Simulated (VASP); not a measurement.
# Al2Cr2Re (Cmmm) in VASP: single point with r2SCAN

Aim: the single point of Al2Cr2Re with r2SCAN.

Everything below comes from runs of VASP 6.6.1. Logs are shortened: lines on timing, memory, paths and dates and some standing lists are left out, and cuts for length are marked.

## (1) The cell of the first run

The structure is orthorhombic, space group Cmmm (No. 65). Conventional cell: a = 3.228 Å, b = 12.145 Å, c = 3.261 Å, α = 90.00°, β = 90.00°, γ = 90.00°. Cr (site symmetry m2m) has 6 Al at 2.40 to 2.42 Å and 4 Re at 2.91 Å and 6 Cr at 2.98 to 3.26 Å within 3.3 Å. Re (site symmetry mmm) has 2 Al at 2.50 Å and 8 Cr at 2.91 Å and 4 Re at 3.23 to 3.26 Å within 3.3 Å. Al (site symmetry m2m) has 2 Al at 1.94 Å and 6 Cr at 2.40 to 2.42 Å and 1 Re at 2.50 Å within 2.6 Å.

## (2) Single point, r2SCAN

POSCAR reads:

```
Al2Cr2Re
1.0
    3.2279880000      0.0000000000      0.0000000000
    1.6139940000     -6.0724920000      0.0000000000
    0.0000000000      0.0000000000     -3.2611760000
Cr Re Al
2 1 2
Direct
    0.1468600000      0.7062800000      0.0000000000
    0.8531400000      0.2937200000      0.0000000000
    0.5000000000      0.0000000000      0.5000000000
    0.2940100000      0.4119800000      0.5000000000
    0.7059900000      0.5880200000      0.5000000000
```

INCAR.step1 reads:

```
  PREC = Accurate
  ENCUT = 520
  ISMEAR = -1
  SIGMA = 0.0754
  LREAL = False
  LASPH = True
  NELM = 80
  NBANDS = 26
  GGA = PE
  ALGO = Normal
  EDIFF = 1E-4
  LWAVE = True
  LCHARG = False
```

INCAR.step2 reads:

```
  PREC = Accurate
  ENCUT = 520
  EDIFF = 1E-6
  ISMEAR = -1
  SIGMA = 0.0754
  LREAL = False
  LASPH = True
  NELM = 80
  ALGO = Normal
  ISIF = 2
  LWAVE = False
  LCHARG = True
  METAGGA = R2SCAN
  LMIXTAU = True
  LELF = True
  LVHAR = True
  NBANDS = 26
  ISTART = 1
```

KPOINTS reads:

```
Automatic mesh
0
Gamma
  9 9 8
```

Potentials or basis: VASP PAW PBE potentials, release 64 (Cr_pv, Re, Al).

Started as:

```bash
$ cat potpaw_PBE.64/Cr_pv/POTCAR potpaw_PBE.64/Re/POTCAR potpaw_PBE.64/Al/POTCAR > POTCAR
$ cp INCAR.step1 INCAR
$ mpirun -np 1 vasp_std > vasp.out
$ cp INCAR.step2 INCAR
$ mpirun -np 1 vasp_std > vasp.out
```

OUTCAR:

```text
PREC = Accurate
   ENCUT = 520
   EDIFF = 1E-6
   ISMEAR = -1
   LREAL = False
   LASPH = True
   NELM = 80
   ISIF = 2
   METAGGA = R2SCAN
   ISTART = 1

 ion  position               nearest neighbor table
   1  0.147  0.706  0.000-   5 2.40   5 2.40   5 2.40   5 2.40   4 2.42   4 2.42   3 2.91   3 2.91
                             3 2.91   3 2.91   2 2.98   2 2.98
   2  0.853  0.294  0.000-   4 2.40   4 2.40   4 2.40   4 2.40   5 2.42   5 2.42   3 2.91   3 2.91
                             3 2.91   3 2.91   1 2.98   1 2.98
   3  0.500  0.000  0.500-   4 2.50   5 2.50   1 2.91   1 2.91   2 2.91   2 2.91   1 2.91   2 2.91
                             1 2.91   2 2.91
   4  0.294  0.412  0.500-   5 1.94   5 1.94   2 2.40   2 2.40   2 2.40   2 2.40   1 2.42   1 2.42
                             3 2.50
   5  0.706  0.588  0.500-   4 1.94   4 1.94   1 2.40   1 2.40   1 2.40   1 2.40   2 2.42   2 2.42
                             3 2.50

  LATTYP: Found a base centered orthorhombic cell.
 ALAT       =     3.2279880000
 B/A-ratio  =     3.7624006037
 C/A-ratio  =     1.0102813269

  Lattice vectors:

 A1 = (   1.6139940000,   6.0724920000,   0.0000000000)
 A2 = (   1.6139940000,  -6.0724920000,   0.0000000000)
 A3 = (   0.0000000000,   0.0000000000,  -3.2611760000)

Analysis of symmetry for initial positions (statically):
=====================================================================
 Subroutine PRICEL returns:
 Original cell was already a primitive cell.

 Routine SETGRP: Setting up the symmetry group for a
 base centered orthorhombic supercell.

 Subroutine GETGRP returns: Found  8 space group operations
 (whereof  8 operations were pure point group operations)
 out of a pool of  8 trial point group operations.

The static configuration has the point symmetry D_2h.

Analysis of symmetry for dynamics (positions and initial velocities):
=====================================================================
 Subroutine PRICEL returns:
 Original cell was already a primitive cell.

 Routine SETGRP: Setting up the symmetry group for a
 base centered orthorhombic supercell.

 Subroutine GETGRP returns: Found  8 space group operations
 (whereof  8 operations were pure point group operations)
 out of a pool of  8 trial point group operations.

The dynamic configuration has the point symmetry D_2h.

 Subroutine INISYM returns: Found  8 space group operations
 (whereof  8 operations are pure point group operations),
 and found     1 'primitive' translations

----------------------------------------------------------------------------------------

                                     Primitive cell

  volume of cell :      63.9253

  direct lattice vectors                    reciprocal lattice vectors
     3.227988000  0.000000000  0.000000000     0.309790495  0.082338519  0.000000000
     1.613994000 -6.072492000  0.000000000     0.000000000 -0.164677039  0.000000000
     0.000000000  0.000000000 -3.261176000     0.000000000  0.000000000 -0.306637851

  length of vectors
     3.227988000  6.283322029  3.261176000     0.320546069  0.164677039  0.306637851

  position of ions in fractional coordinates (direct lattice)
     0.146860000  0.706280000  0.000000000
     0.853140000  0.293720000  0.000000000
     0.500000000  0.000000000  0.500000000
     0.294010000  0.411980000  0.500000000
     0.705990000  0.588020000  0.500000000

  ion indices of the primitive-cell ions
   primitive index   ion index
                 1           1
                 2           2
                 3           3
                 4           4
                 5           5

----------------------------------------------------------------------------------------

 KPOINTS: Automatic mesh

Automatic generation of k-mesh.
 Grid dimensions read from file:
 generate k-points for:    9    9    8

 Generating k-lattice:

  Cartesian coordinates                     Fractional coordinates (reciprocal lattice)
     0.034421166  0.009148724  0.000000000     0.111111111  0.000000000  0.000000000
     0.000000000 -0.018297449  0.000000000     0.000000000  0.111111111  0.000000000
     0.000000000  0.000000000 -0.038329731     0.000000000  0.000000000  0.125000000

  Length of vectors
     0.035616230  0.018297449  0.038329731

  Shift w.r.t. Gamma in fractional coordinates (k-lattice)
     0.000000000  0.000000000  0.000000000

 Subroutine IBZKPT returns following result:
 ===========================================

 Found    125 irreducible k-points:

 Following reciprocal coordinates:
            Coordinates               Weight
  0.000000  0.000000  0.000000      1.000000
  0.111111  0.000000  0.000000      4.000000
  0.222222  0.000000  0.000000      4.000000
  0.333333 -0.000000  0.000000      4.000000
  0.444444  0.000000  0.000000      4.000000
  0.000000  0.111111  0.000000      2.000000
[... 16 lines left out ...]
 -0.111111  0.333333  0.000000      4.000000
  0.000000  0.444444  0.000000      2.000000
 [... further k-points ...]
   k-points           NKPTS =    125   k-points in BZ     NKDIM =    125   number of bands    NBANDS=     26
   number of dos      NEDOS =    301   number of ions     NIONS =      5
   total plane-waves  NPLWV =  27648
   dimension x,y,z NGX =    24 NGY =   48 NGZ =   24
   dimension x,y,z NGXF=    48 NGYF=   96 NGZF=   48
   ions per type =               2   1   2
   NGX,Y,Z   is equivalent  to a cutoff of  12.36, 12.70, 12.23 a.u.
   NGXF,Y,Z  is equivalent  to a cutoff of  24.72, 25.40, 24.47 a.u.
 SYSTEM =  unknown system
   PREC   = accura    normal or accurate (medium, high low for compatibility)
   ISTART =      1    job   : 0-new  1-cont  2-samecut
   ICHARG =      0    charge: 1-file 2-atom 10-const
   ISPIN  =      1    spin polarized calculation?
   LNONCOLLINEAR =      F non collinear calculations
   LSORBIT =      F    spin-orbit coupling
   LASPH  =      T    aspherical Exc in radial PAW
   ENCUT  =  520.0 eV  38.22 Ry    6.18 a.u.   6.00 11.68  6.06*2*pi/ulx,y,z
   NELM   =     80;   NELMIN=  2; NELMDL=  0     # of ELM steps
   EDIFF  = 0.1E-05   stopping-criterion for ELM
   LREAL  =      F    real-space projection
   EDIFFG = 0.1E-04   stopping-criterion for IOM
   NSW    =      0    number of steps for IOM
   IBRION =     -1    ionic relax: 0-MD 1-quasi-New 2-CG
   NFREE  =      0    steps in history (QN), initial steepest desc. (CG)
   ISIF   =      2    stress and relaxation
   ISYM   =      2    0-nonsym 1-usesym 2-fastsym
   POTIM  = 0.5000    time-step for ionic-motion
   TEBEG  =    0.0;   TEEND  =   0.0 temperature during run
   PSTRESS=    0.0 pullay stress
   NELECT =      37.0000    total number of electrons
   NUPDOWN=      -1.0000    fix difference up-down
   EMIN   =  10.00;   EMAX   =-10.00  energy-range for DOS
   EFERMI =   0.00;   METHOD = LEGACY
   ISMEAR =    -1;   SIGMA  =   0.08  broadening in eV -4-tet -1-fermi 0-gaus
   EFERMI_NEDOS =   21; number of points for ismear=-14 and -15
   IALGO  =     38    algorithm
   IMIX   =      4    mixing-type and parameters
     AMIX     =   0.40;   BMIX     =  1.00
     AMIX_MAG =   1.60;   BMIX_MAG =  1.00
  volume/ion in A,a.u.               =      12.79        86.28
  Fermi-wavevector in a.u.,A,eV,Ry     =   1.364325  2.578200 25.325634  1.861382
  Thomas-Fermi vector in A             =   2.490650
   LORBIT       =      0    0 simple, 1 ext, 2 COOP (PROOUT), +10 PAW based schemes
   METAGGA = R2SCAN    functional components
   LHFCALC =     F    Hartree Fock is set to
   AEXX    =    0.0000 exact exchange contribution
   IVDW    =     0    specifies the selected vdW correction
   LEPSILON=     F    determine dielectric tensor
   LRPA    =     F    only Hartree local field effects (RPA)
 non-spin polarized calculation
  energy-cutoff  :      520.00
  volume of cell :       63.93
 maximum number of plane-waves:      1741
   NGX = 13   NGY = 23   NGZ = 13

 number of electron      37.0000000 magnetization

 Free energy of the ion-electron system (eV)
  ---------------------------------------------------
  ext. energy  EPLUGINS =         0.00000000
  ---------------------------------------------------
  free energy    TOTEN  =       -89.06205772 eV

  energy without entropy =      -88.99099517  energy(sigma->0) =      -89.02652645

 E-fermi :   9.5806     XC(G=0): -13.6073

 val. band max:        9.5796467531   @ k =   0.0000   0.3333   0.0000
 cond. band min:       9.5887631693   @ k =  -0.1111   0.3333   0.3750
 fundamental gap:      0.0091164162
 Fermi energy:         9.5806184237

 k-point     1 :       0.0000    0.0000    0.0000
  band No.  band energies     occupation
      1     -35.2213      2.00000
      2     -35.1335      2.00000
      3     -35.1275      2.00000
      4     -35.1054      2.00000
      5     -35.0636      2.00000
      6     -35.0507      2.00000
[... 18 lines left out ...]
     25      12.9325      0.00000
     26      13.6696      0.00000

 k-point     2 :       0.1111    0.0000    0.0000
  band No.  band energies     occupation
      1     -35.2191      2.00000
      2     -35.1454      2.00000
      3     -35.1230      2.00000
      4     -35.1112      2.00000
      5     -35.0628      2.00000
      6     -35.0506      2.00000
[... 18 lines left out ...]
     25      12.8054      0.00000
     26      13.5418      0.00000

 k-point     3 :       0.2222    0.0000    0.0000
  band No.  band energies     occupation
      1     -35.2135      2.00000
      2     -35.1649      2.00000
      3     -35.1251      2.00000
      4     -35.1228      2.00000
      5     -35.0606      2.00000
      6     -35.0506      2.00000
[... 18 lines left out ...]
     25      11.9030      0.00000
     26      13.9507      0.00000

 k-point     4 :       0.3333   -0.0000    0.0000
  band No.  band energies     occupation
      1     -35.2083      2.00000
      2     -35.1846      2.00000
      3     -35.1372      2.00000
      4     -35.1276      2.00000
      5     -35.0576      2.00000
      6     -35.0510      2.00000
[... 18 lines left out ...]
     25      11.5620      0.00000
     26      13.1573      0.00000
[... 496 lines left out ...]
      1     -35.2086      2.00000
      2     -35.1680      2.00000
      3     -35.1263      2.00000
      4     -35.1236      2.00000
      5     -35.0604      2.00000
      6     -35.0508      2.00000
[... 18 lines left out ...]
     25      11.9414      0.00000
     26      14.2576      0.00000

 k-point    23 :      -0.1111    0.3333    0.0000
  band No.  band energies     occupation
      1     -35.2133      2.00000
      2     -35.1481      2.00000
      3     -35.1265      2.00000
      4     -35.1108      2.00000
      5     -35.0627      2.00000
      6     -35.0507      2.00000
[... 18 lines left out ...]
     25      11.8192      0.00000
     26      13.9578      0.00000

 k-point    24 :       0.0000    0.4444    0.0000
  band No.  band energies     occupation
      1     -35.2143      2.00000
      2     -35.1346      2.00000
      3     -35.1335      2.00000
      4     -35.1054      2.00000
      5     -35.0635      2.00000
      6     -35.0508      2.00000
[... 18 lines left out ...]
     25      12.1107      0.00000
     26      13.3778      0.00000

 [... further k-points ...]
[... 5 lines left out ...]
  --------------------------------------------------------------------------------------
  -------------------------------------------------------------------------------------
  Total       21.3264416     12.0299554     -3.1373619     -0.0000000      0.0000000      0.0000000
  in kB      534.5100542    301.5098463    -78.6325036     -0.0000000      0.0000000      0.0000000
  external PRESSURE =     252.4624656 kB  Pullay stress =       0.0000000 kB

 VOLUME and BASIS-vectors are now :
 -----------------------------------------------------------------------------
  energy-cutoff  :      520.00
  volume of cell :       63.93
      direct lattice vectors                 reciprocal lattice vectors
     3.227988000  0.000000000  0.000000000     0.309790495  0.082338519  0.000000000
     1.613994000 -6.072492000  0.000000000     0.000000000 -0.164677039  0.000000000
     0.000000000  0.000000000 -3.261176000     0.000000000  0.000000000 -0.306637851

 POSITION                                       TOTAL-FORCE (eV/Angst)
 -----------------------------------------------------------------------------------
      1.61399     -4.28888      0.00000         0.000000     -3.157723      0.000000
      3.22799     -1.78361      0.00000         0.000000      3.157723      0.000000
      1.61399      0.00000     -1.63059        -0.000000      0.000000      0.000000
      1.61399     -2.50175     -1.63059         0.000000      9.747350      0.000000
      3.22799     -3.57075     -1.63059        -0.000000     -9.747350      0.000000
 -----------------------------------------------------------------------------------
    total drift:                                0.000000     -0.000000      0.000000

  FREE ENERGIE OF THE ION-ELECTRON SYSTEM (eV)
  ---------------------------------------------------
  free  energy   TOTEN  =       -89.0620577183 eV

  energy  without entropy=      -88.9909951731  energy(sigma->0) =      -89.02652645
```

It took 7.9 min on 1 thread of Intel Xeon Platinum 8259CL at 2.50GHz (Skylake/Cascade Lake), shared host; peak memory 0.33 GiB.

Results:

```
Free energy            : -89.0621 eV
Pressure               : 25.2 GPa
Largest force          : 9.747 eV/Å
Band gap on the k mesh : zero (an odd number of electrons rules out a gap without spin polarisation)
```

Forces on the atoms (eV/Å):
```
Cr   0.000 -3.158  0.000
Cr   0.000  3.158  0.000
Re   0.000  0.000  0.000
Al   0.000  9.747  0.000
Al   0.000 -9.747  0.000
```

Stress tensor (GPa, compression positive):
```
53.45  0.00  0.00
 0.00 30.15  0.00
 0.00  0.00 -7.86
```

Caveat: the cell stands under pressure; the PAW data sets were made with another functional, which shifts forces and pressure a little; spin-orbit coupling is left out, which moves the levels of the heavy elements; the run has no spin polarisation, though such a crystal can be magnetic. Spin polarisation is off, so any magnetic state and its effect on volume and gap are missing.
